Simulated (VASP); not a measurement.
# Mg4H in VASP: a series of runs, part 2 of 2

VASP 6.6.1. The steps go on from the part before.

## Step 3: Single point, PBE

The input, INCAR:

```
ALGO     = Normal         # electronic algorithm
DIPOL    = 0.5 0.5 0.306
EDIFF    = 1E-7           # SCF threshold, eV
ENCUT    = 520            # plane-wave cutoff, eV
GGA      = PE             # functional
IDIPOL   = 3            
ISIF     = 2              # what is computed and relaxed
ISMEAR   = 0              # smearing method
LASPH    = True           # aspherical terms in the spheres
LCHARG   = False          # write CHGCAR
LDIPOL   = True         
LREAL    = False          # projectors in reciprocal space
LWAVE    = False          # write WAVECAR
NBANDS   = 20             # bands
NELM     = 60             # most SCF steps
PREC     = Accurate       # precision mode
SIGMA    = 0.1            # smearing width, eV
```

The input, KPOINTS:

```
k-points
0
Gamma
  4 5 1
```

The input, POSCAR:

```
Mg4H
1.0
    6.4201385733      0.0000000000      0.0000000000
    0.0000000000      5.1379129567      0.0000000000
    0.0000000000      0.0000000000     21.6644777330
Mg H
8 2
Direct
    0.0000000000      0.7500000000      0.1846340378
    0.5000000000      0.7500000000      0.1846340378
    0.2500000000      0.2500000000      0.2274076137
    0.7500000000      0.2500000000      0.2274076137
    0.2500000000      0.7500000000      0.3173234500
    0.7500000000      0.7500000000      0.3173234500
    0.0000000000      0.2500000000      0.3537808678
    0.5000000000      0.2500000000      0.3537808678
    0.6784283361      0.0833333333      0.4484058122
    0.8215716639      0.0833333333      0.4484058122
```

Potentials or basis: VASP PAW PBE potentials, release 64 (Mg, H).

Run with:

```bash
cat potpaw_PBE.64/Mg/POTCAR potpaw_PBE.64/H/POTCAR > POTCAR
mpirun -np 1 vasp_std > vasp.out
```

OUTCAR:

```text
EDIFF = 1E-7
   ENCUT = 520
   GGA = PE
   ISIF = 2
   ISMEAR = 0
   LASPH = True
   LREAL = False
   NELM = 60
   PREC = Accurate

 ion  position               nearest neighbor table
   1  0.000  0.750  0.185-   3 3.17   4 3.17   3 3.17   4 3.17   2 3.21   2 3.21   6 3.29   5 3.29

   2  0.500  0.750  0.185-   3 3.17   4 3.17   3 3.17   4 3.17   1 3.21   1 3.21   6 3.29   5 3.29

   3  0.250  0.250  0.227-   1 3.17   2 3.17   1 3.17   2 3.17   7 3.17   8 3.17   4 3.21   4 3.21
                             5 3.22   5 3.22
   4  0.750  0.250  0.227-   1 3.17   2 3.17   1 3.17   2 3.17   7 3.17   8 3.17   3 3.21   3 3.21
                             6 3.22   6 3.22
   5  0.250  0.750  0.317-   7 3.13   8 3.13   7 3.13   8 3.13   6 3.21   6 3.21   3 3.22   3 3.22
                             1 3.29   2 3.29
   6  0.750  0.750  0.317-   7 3.13   8 3.13   7 3.13   8 3.13   5 3.21   5 3.21   4 3.22   4 3.22
                             1 3.29   2 3.29
   7  0.000  0.250  0.354-   5 3.13   6 3.13   5 3.13   6 3.13   3 3.17   4 3.17   8 3.21   8 3.21

   8  0.500  0.250  0.354-   5 3.13   6 3.13   5 3.13   6 3.13   3 3.17   4 3.17   7 3.21   7 3.21

   9  0.678  0.083  0.448-
  10  0.822  0.083  0.448-

  LATTYP: Found a simple orthorhombic cell.
 ALAT       =     5.1379129567
 B/A-ratio  =     1.2495615686
 C/A-ratio  =     4.2165910391

  Lattice vectors:

 A1 = (   0.0000000000,  -5.1379129567,   0.0000000000)
 A2 = (   6.4201385733,   0.0000000000,   0.0000000000)
 A3 = (   0.0000000000,   0.0000000000,  21.6644777330)

Analysis of symmetry for initial positions (statically):
=====================================================================
 Subroutine PRICEL returns:
 Original cell was already a primitive cell.

 Routine SETGRP: Setting up the symmetry group for a
 simple orthorhombic supercell.

 Subroutine GETGRP returns: Found  2 space group operations
 (whereof  1 operations were pure point group operations)
 out of a pool of  8 trial point group operations.

The static configuration has the point symmetry C_1 .
 The point group associated with its full space group is C_1h.

Analysis of symmetry for dynamics (positions and initial velocities):
=====================================================================
 Subroutine PRICEL returns:
 Original cell was already a primitive cell.

 Routine SETGRP: Setting up the symmetry group for a
 simple orthorhombic supercell.

 Subroutine GETGRP returns: Found  2 space group operations
 (whereof  1 operations were pure point group operations)
 out of a pool of  8 trial point group operations.

The dynamic configuration has the point symmetry C_1 .
 The point group associated with its full space group is C_1h.

 Subroutine INISYM returns: Found  2 space group operations
 (whereof  1 operations are pure point group operations),
 and found     1 'primitive' translations

----------------------------------------------------------------------------------------

                                     Primitive cell

  volume of cell :     714.6269

  direct lattice vectors                    reciprocal lattice vectors
     6.420138573  0.000000000  0.000000000     0.155759878  0.000000000  0.000000000
     0.000000000  5.137912957  0.000000000     0.000000000  0.194631557  0.000000000
     0.000000000  0.000000000 21.664477733     0.000000000  0.000000000  0.046158509

  length of vectors
[... 72 lines left out ...]
 SYSTEM =  unknown system
   PREC   = accura    normal or accurate (medium, high low for compatibility)
   ISTART =      0    job   : 0-new  1-cont  2-samecut
   ICHARG =      2    charge: 1-file 2-atom 10-const
   ISPIN  =      1    spin polarized calculation?
   LNONCOLLINEAR =      F non collinear calculations
   LSORBIT =      F    spin-orbit coupling
   LASPH  =      T    aspherical Exc in radial PAW
   ENCUT  =  520.0 eV  38.22 Ry    6.18 a.u.  11.94  9.55 40.28*2*pi/ulx,y,z
   NELM   =     60;   NELMIN=  2; NELMDL= -5     # of ELM steps
   EDIFF  = 0.1E-06   stopping-criterion for ELM
   LREAL  =      F    real-space projection
   EDIFFG = 0.1E-05   stopping-criterion for IOM
   NSW    =      0    number of steps for IOM
   IBRION =     -1    ionic relax: 0-MD 1-quasi-New 2-CG
   NFREE  =      0    steps in history (QN), initial steepest desc. (CG)
   ISIF   =      2    stress and relaxation
   ISYM   =      2    0-nonsym 1-usesym 2-fastsym
   POTIM  = 0.5000    time-step for ionic-motion
   TEBEG  =    0.0;   TEEND  =   0.0 temperature during run
   PSTRESS=    0.0 pullay stress
   NELECT =      18.0000    total number of electrons
   NUPDOWN=      -1.0000    fix difference up-down
   EMIN   =  10.00;   EMAX   =-10.00  energy-range for DOS
   EFERMI =   0.00;   METHOD = LEGACY
   ISMEAR =     0;   SIGMA  =   0.10  broadening in eV -4-tet -1-fermi 0-gaus
   EFERMI_NEDOS =   21; number of points for ismear=-14 and -15
   IALGO  =     38    algorithm
   IMIX   =      4    mixing-type and parameters
     AMIX     =   0.40;   BMIX     =  1.00
     AMIX_MAG =   1.60;   BMIX_MAG =  1.00
  volume/ion in A,a.u.               =      71.46       482.25
  Fermi-wavevector in a.u.,A,eV,Ry     =   0.479887  0.906855  3.133310  0.230292
  Thomas-Fermi vector in A             =   1.477146
   LORBIT       =      0    0 simple, 1 ext, 2 COOP (PROOUT), +10 PAW based schemes
   GGA     = PE    functional components
   LHFCALC =     F    Hartree Fock is set to
   AEXX    =    0.0000 exact exchange contribution
   IVDW    =     0    specifies the selected vdW correction
   LEPSILON=     F    determine dielectric tensor
   LRPA    =     F    only Hartree local field effects (RPA)
 non-spin polarized calculation
 Gauss-broadening in eV      SIGMA  =   0.10
  energy-cutoff  :      520.00
  volume of cell :      714.63
 maximum number of plane-waves:     19292
 NGX is ok and might be reduce to    48
   NGX = 23   NGY = 19   NGZ = 81

 dipolmoment           0.000000      0.000000      0.000838 electrons x Angstroem

 number of electron      17.9999999 magnetization

 dipolmoment           0.000000      0.000000     -0.016613 electrons x Angstroem

 Free energy of the ion-electron system (eV)
  ---------------------------------------------------
  ext. energy  EPLUGINS =         0.00000000
  ---------------------------------------------------
  free energy    TOTEN  =       -15.56864747 eV

  energy without entropy =      -15.54458413  energy(sigma->0) =      -15.55661580

 E-fermi :  -1.9217     XC(G=0):  -3.1500

 val. band max:       -1.9331448632   @ k =   0.0000   0.4000   0.0000
 cond. band min:      -1.8838531615   @ k =   0.5000   0.0000   0.0000
 fundamental gap:      0.0492917017
 Fermi energy:        -1.9217490940

 k-point     1 :       0.0000    0.0000    0.0000
  band No.  band energies     occupation
      1      -9.1497      2.00000
      2      -7.8203      2.00000
      3      -5.6517      2.00000
      4      -4.3865      2.00000
      5      -4.3093      2.00000
      6      -2.7806      2.00000
[... 196 lines left out ...]
     19       2.1276      0.00000
     20       2.2410      0.00000

------------------------ aborting loop because EDIFF is reached ----------------------------------------

 vacuum level on the upper side and lower side of the slab       (xc-potential included)        -0.064         0.018

  FORCE on cell =-STRESS in cart. coord.  units (eV):
  Direction    XX          YY          ZZ          XY          YZ          ZX
  --------------------------------------------------------------------------------------
  -------------------------------------------------------------------------------------
  Total       -4.1361451     -2.5669775     -0.0603333      0.0000000     -0.1083912      0.0000000
  in kB       -9.2731435     -5.7551053     -0.1352658      0.0000000     -0.2430106      0.0000000
  external PRESSURE =      -5.0545049 kB  Pullay stress =       0.0000000 kB

 VOLUME and BASIS-vectors are now :
 -----------------------------------------------------------------------------
  energy-cutoff  :      520.00
  volume of cell :      714.63
      direct lattice vectors                 reciprocal lattice vectors
     6.420138573  0.000000000  0.000000000     0.155759878  0.000000000  0.000000000
     0.000000000  5.137912957  0.000000000     0.000000000  0.194631557  0.000000000
     0.000000000  0.000000000 21.664477733     0.000000000  0.000000000  0.046158509

 POSITION                                       TOTAL-FORCE (eV/Angst)
 -----------------------------------------------------------------------------------
      0.00000      3.85343      4.00000         0.135806     -0.005583      0.195921
      3.21007      3.85343      4.00000        -0.135806     -0.005583      0.195921
      1.60503      1.28448      4.92667         0.000000      0.046954     -0.205289
      4.81510      1.28448      4.92667         0.000000     -0.039202     -0.045540
      1.60503      3.85343      6.87465         0.000000      0.028331      0.047521
      4.81510      3.85343      6.87465         0.000000     -0.054204     -0.119528
      0.00000      1.28448      7.66448         0.175732      0.050795     -0.194535
      3.21007      1.28448      7.66448        -0.175732      0.050795     -0.194535
      4.35560      0.42816      9.71448         2.838592     -0.036151      0.160033
      5.27460      0.42816      9.71448        -2.838592     -0.036151      0.160033
 -----------------------------------------------------------------------------------
    total drift:                               -0.000000     -0.000001      0.000263

  FREE ENERGIE OF THE ION-ELECTRON SYSTEM (eV)
  ---------------------------------------------------
  free  energy   TOTEN  =       -15.5686474708 eV

  energy  without entropy=      -15.5445841338  energy(sigma->0) =      -15.55661580

 vacuum level on the upper side and lower side of the slab         1.628         1.702
```

It took 3.7 min on 1 thread of Intel Xeon 6975P-C (Granite Rapids), shared host; peak memory 0.64 GiB.

Results:

```yaml
Free_energy: -15.5686 eV
Largest_force: 2.843 eV/Å
Band_gap_on_the_k_mesh: zero (band 9 reaches -1.68 eV, above the bottom of band 10 at -2.10 eV)
```

Forces on the atoms (eV/Å):
```
Mg   0.136 -0.006  0.196
Mg  -0.136 -0.006  0.196
Mg   0.000  0.047 -0.205
Mg   0.000 -0.039 -0.046
Mg   0.000  0.028  0.048
Mg   0.000 -0.054 -0.120
Mg   0.176  0.051 -0.195
Mg  -0.176  0.051 -0.195
H    2.839 -0.036  0.160
H   -2.839 -0.036  0.160
```

## Step 4: Single point, PBE

The input, INCAR:

```
SYSTEM = Mg4H
  PREC = Accurate
  ENCUT = 520
  EDIFF = 1E-7
  ISMEAR = 0
  SIGMA = 0.1
  LREAL = .False.
  LASPH = .True.
  NELM = 100
  ALGO = Normal
  ISIF = 2
  LWAVE = .False.
  LCHARG = .True.
  LDIPOL = .True.
  IDIPOL = 3
  DIPOL = 0.5 0.5 0.315
  GGA = PE
  LELF = .True.
  LVHAR = .True.
  LVACPOTAV = .True.
  NBANDS = 20
```

The input, KPOINTS:

```
Automatic mesh
0
Gamma
  4 5 1
  0 0 0
```

POSCAR, as its differences from that of step 3:

```diff
@@ -16,3 +16,3 @@
     0.5000000000      0.2500000000      0.3537808678
-    0.6784283361      0.0833333333      0.4484058122
-    0.8215716639      0.0833333333      0.4484058122
+    0.6784283361      0.0833333333      0.4922563961
+    0.8215716639      0.0833333333      0.4922563961
```

Run with:

```bash
cat potpaw_PBE.64/Mg/POTCAR potpaw_PBE.64/H/POTCAR > POTCAR
mpirun -np 1 vasp_std > vasp.out
```

Run time: 3.4 min. Hardware: 1 thread of Intel Xeon 6975P-C (Granite Rapids), shared host; peak memory 0.66 GiB.

Results (log left out):

| Quantity | Value |
| --- | --- |
| Free energy | -15.7442 eV |
| Largest force | 3.457 eV/Å |
| Band gap on the k mesh | zero (band 9 reaches -1.80 eV, above the bottom of band 10 at -2.05 eV) |

Forces on the atoms (eV/Å):
```
Mg   0.054 -0.002  0.190
Mg  -0.054 -0.002  0.190
Mg   0.000  0.011 -0.136
Mg   0.000 -0.009 -0.095
Mg   0.000  0.006 -0.002
Mg   0.000 -0.010 -0.048
Mg   0.062  0.010 -0.093
Mg  -0.062  0.010 -0.093
H    3.457 -0.007  0.043
H   -3.457 -0.007  0.043
```

Levels at points of the mesh, in eV from the Fermi level:
| k point | band 5 | band 6 | band 7 | band 8 | band 9 | band 10 | band 11 | band 12 | band 13 | band 14 |
| --- | --- | --- | --- | --- | --- | --- | --- | --- | --- | --- |
| (0.00, 0.00, 0.00) | -2.35 | -0.97 | -0.74 | -0.51 | -0.21 | -0.05 | 1.20 | 1.63 | 2.16 | 2.17 |
| (0.50, 0.00, 0.00) | -2.95 | -0.22 | -0.08 | 0.09 | 0.11 | 0.77 | 0.79 | 1.69 | 1.71 | 1.95 |

## Step 5: Single point, PBE

The input, INCAR:

```
SYSTEM = Mg4H
  PREC = Accurate
  ENCUT = 520
  EDIFF = 1E-7
  ISMEAR = 0
  SIGMA = 0.1
  LREAL = .False.
  LASPH = .True.
  NELM = 100
  ALGO = Normal
  ISIF = 2
  LWAVE = .False.
  LCHARG = .False.
  LDIPOL = .True.
  IDIPOL = 3
  DIPOL = 0.5 0.5 0.306
  GGA = PE
  NBANDS = 20
```

KPOINTS is that of step 4.

POSCAR, as its differences from that of step 4:

```diff
@@ -16,3 +16,3 @@
     0.5000000000      0.2500000000      0.3537808678
-    0.6784283361      0.0833333333      0.4922563961
-    0.8215716639      0.0833333333      0.4922563961
+    0.6580237921      0.0833333333      0.4484058122
+    0.8419762079      0.0833333333      0.4484058122
```

Potentials or basis: VASP PAW PBE potentials, release 64 (Mg, H).

Run with:

```bash
cat potpaw_PBE.64/Mg/POTCAR potpaw_PBE.64/H/POTCAR > POTCAR
mpirun -np 1 vasp_std > vasp.out
```

OUTCAR:

```text
SYSTEM = Mg4H
   PREC = Accurate
   ENCUT = 520
   EDIFF = 1E-7
   ISMEAR = 0
   LREAL = .False.
   LASPH = .True.
   NELM = 100
   ISIF = 2
   GGA = PE

 ion  position               nearest neighbor table
   1  0.000  0.750  0.185-   3 3.17   4 3.17   3 3.17   4 3.17   2 3.21   2 3.21   6 3.29   5 3.29

   2  0.500  0.750  0.185-   3 3.17   4 3.17   3 3.17   4 3.17   1 3.21   1 3.21   6 3.29   5 3.29

   3  0.250  0.250  0.227-   1 3.17   2 3.17   1 3.17   2 3.17   7 3.17   8 3.17   4 3.21   4 3.21
                             5 3.22   5 3.22
   4  0.750  0.250  0.227-   1 3.17   2 3.17   1 3.17   2 3.17   7 3.17   8 3.17   3 3.21   3 3.21
                             6 3.22   6 3.22
   5  0.250  0.750  0.317-   7 3.13   8 3.13   7 3.13   8 3.13   6 3.21   6 3.21   3 3.22   3 3.22
                             1 3.29   2 3.29
   6  0.750  0.750  0.317-   7 3.13   8 3.13   7 3.13   8 3.13   5 3.21   5 3.21   4 3.22   4 3.22
                             1 3.29   2 3.29
   7  0.000  0.250  0.354-   5 3.13   6 3.13   5 3.13   6 3.13   3 3.17   4 3.17   8 3.21   8 3.21

   8  0.500  0.250  0.354-   5 3.13   6 3.13   5 3.13   6 3.13   3 3.17   4 3.17   7 3.21   7 3.21

   9  0.658  0.083  0.448-
  10  0.842  0.083  0.448-

  LATTYP: Found a simple orthorhombic cell.
 ALAT       =     5.1379129567
 B/A-ratio  =     1.2495615686
 C/A-ratio  =     4.2165910391

  Lattice vectors:

 A1 = (   0.0000000000,  -5.1379129567,   0.0000000000)
 A2 = (   6.4201385733,   0.0000000000,   0.0000000000)
 A3 = (   0.0000000000,   0.0000000000,  21.6644777330)

Analysis of symmetry for initial positions (statically):
=====================================================================
 Subroutine PRICEL returns:
 Original cell was already a primitive cell.

 Routine SETGRP: Setting up the symmetry group for a
 simple orthorhombic supercell.

 Subroutine GETGRP returns: Found  2 space group operations
 (whereof  1 operations were pure point group operations)
[... 153 lines left out ...]
 maximum number of plane-waves:     19292
 NGX is ok and might be reduce to    48
   NGX = 23   NGY = 19   NGZ = 81

 dipolmoment           0.000000      0.000000     -0.052474 electrons x Angstroem

 number of electron      18.0000000 magnetization

 dipolmoment           0.000000      0.000000      0.072592 electrons x Angstroem

 Free energy of the ion-electron system (eV)
  ---------------------------------------------------
  ext. energy  EPLUGINS =         0.00000000
  ---------------------------------------------------
  free energy    TOTEN  =       -14.72375064 eV

  energy without entropy =      -14.70012219  energy(sigma->0) =      -14.71193641

 E-fermi :  -2.0615     XC(G=0):  -3.1627

 val. band max:       -2.0977731804   @ k =   0.2500   0.2000   0.0000
 cond. band min:      -2.0347902282   @ k =   0.5000   0.0000   0.0000
 fundamental gap:      0.0629829522
 Fermi energy:        -2.0615299322

 k-point     1 :       0.0000    0.0000    0.0000
  band No.  band energies     occupation
      1      -8.3678      2.00000
      2      -7.6701      2.00000
      3      -5.7046      2.00000
      4      -4.5427      2.00000
      5      -4.4862      2.00000
      6      -2.8953      2.00000
[... 196 lines left out ...]
     19       2.0198      0.00000
     20       2.0679      0.00000

------------------------ aborting loop because EDIFF is reached ----------------------------------------

 vacuum level on the upper side and lower side of the slab       (xc-potential included)         0.169        -0.238

  FORCE on cell =-STRESS in cart. coord.  units (eV):
  Direction    XX          YY          ZZ          XY          YZ          ZX
  --------------------------------------------------------------------------------------
  -------------------------------------------------------------------------------------
  Total       -5.5644436     -2.1483984     -1.2403847      0.0000000      0.1356100      0.0000000
  in kB      -12.4753564     -4.8166604     -2.7809144      0.0000000      0.3040346      0.0000000
  external PRESSURE =      -6.6909771 kB  Pullay stress =       0.0000000 kB

 VOLUME and BASIS-vectors are now :
 -----------------------------------------------------------------------------
  energy-cutoff  :      520.00
  volume of cell :      714.63
      direct lattice vectors                 reciprocal lattice vectors
     6.420138573  0.000000000  0.000000000     0.155759878  0.000000000  0.000000000
     0.000000000  5.137912957  0.000000000     0.000000000  0.194631557  0.000000000
     0.000000000  0.000000000 21.664477733     0.000000000  0.000000000  0.046158509

 POSITION                                       TOTAL-FORCE (eV/Angst)
 -----------------------------------------------------------------------------------
      0.00000      3.85343      4.00000         0.137510     -0.009028      0.199225
      3.21007      3.85343      4.00000        -0.137510     -0.009028      0.199225
      1.60503      1.28448      4.92667         0.000000      0.056807     -0.195694
      4.81510      1.28448      4.92667         0.000000     -0.037981     -0.018324
      1.60503      3.85343      6.87465         0.000000      0.023546      0.023138
      4.81510      3.85343      6.87465         0.000000     -0.034810     -0.093648
      0.00000      1.28448      7.66448         0.069292     -0.022144      0.041180
      3.21007      1.28448      7.66448        -0.069292     -0.022144      0.041180
      4.22460      0.42816      9.71448         3.094910      0.027391     -0.098142
      5.40560      0.42816      9.71448        -3.094910      0.027391     -0.098142
 -----------------------------------------------------------------------------------
    total drift:                               -0.000000      0.000019      0.000205

  FREE ENERGIE OF THE ION-ELECTRON SYSTEM (eV)
  ---------------------------------------------------
  free  energy   TOTEN  =       -14.7237506363 eV

  energy  without entropy=      -14.7001221888  energy(sigma->0) =      -14.71193641

 vacuum level on the upper side and lower side of the slab         1.930         1.511
```

stdout:

```text
POSCAR found type information on POSCAR MgH
 POSCAR found :  2 types and      10 ions
 scaLAPACK will be used
 LDA part: xc-table for (Slater+PW92), standard interpolation
 POSCAR, INCAR and KPOINTS ok, starting setup
 FFT: planning ... GRIDC
 FFT: planning ... GRID_SOFT
 FFT: planning ... GRID
 WAVECAR not read
 entering main loop
```

Run time: 5.1 min. Hardware: 1 thread of AMD EPYC 7R43 (Zen 3), shared host; peak memory 0.6 GiB.

What came out:

* Free energy: -14.7238 eV
* Largest force: 3.097 eV/Å
* Band gap on the k mesh: zero (band 9 reaches -1.76 eV, above the bottom of band 10 at -2.21 eV)

Forces in eV/Å, atoms in the order of the input:
```
Mg   0.138 -0.009  0.199
Mg  -0.138 -0.009  0.199
Mg   0.000  0.057 -0.196
Mg   0.000 -0.038 -0.018
Mg   0.000  0.024  0.023
Mg   0.000 -0.035 -0.094
Mg   0.069 -0.022  0.041
Mg  -0.069 -0.022  0.041
H    3.095  0.027 -0.098
H   -3.095  0.027 -0.098
```
